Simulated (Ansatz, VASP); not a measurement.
Ir4Rh in VASP and in Ansatz

```
Ir Rh
1.0
     0.00000    0.00010   -4.44688
    -0.00002    4.74704    0.00000
     6.85154   -2.37355   -0.00009
Ir Rh
8 2
Cartesian
  2.7379 1.5879 -3.3352
  5.4835 1.5818 -3.3352
  1.3680 3.9554 -3.3352
  4.1136 -0.7857 -3.3352
  4.1136 0.7857 -1.1118
  2.7379 3.1592 -1.1118
  5.4836 -1.5818 -1.1118
  1.3680 0.7917 -1.1117
  0.0000 1.5774 -3.3352
  0.0000 3.1698 -1.1117
```

Change from the starting cell: cell x1, atoms moved at random (sigma 0.1 Å) and cell strained at random (1.5 %), then relaxed without symmetry.

Alike in both runs: functional PBE; k mesh 6 × 6 × 6; occupations gaussian, width 0.2 eV; no spin polarisation.

Ansatz relaxed the structure, and its values are those at the end. VASP's run is a single point on that final structure, the one shown.

|  | VASP | Ansatz |
| --- | --- | --- |
| version | VASP 6.6.1 | Ansatz 0.2.0 |
| potentials or method | VASP PAW PBE potentials, release 64 (Ir, Rh_pv), cutoff 520 eV | scalar-relativistic, plane waves, PAW |
| valence electrons in the cell | 102 | 170 |

|  | VASP | Ansatz | Ansatz less VASP |
| --- | --- | --- | --- |
| gap on the k mesh at the Fermi level (eV) | none | none | - |
| pressure (GPa) | 0.4 | 0.0 | -0.39 |
| rms of the force components (eV/Å) | 0.008 | 0.001 | -0.0071 |

A gap of «none» marks a metal or a gap that the smearing closes. The functional is the same, so the differences come from potentials, cutoffs and numerics. VASP's potentials hold 102 valence electrons a cell and Ansatz's 170, so a difference there can come from the potentials and not from the codes.

Spin-orbit coupling is off throughout.
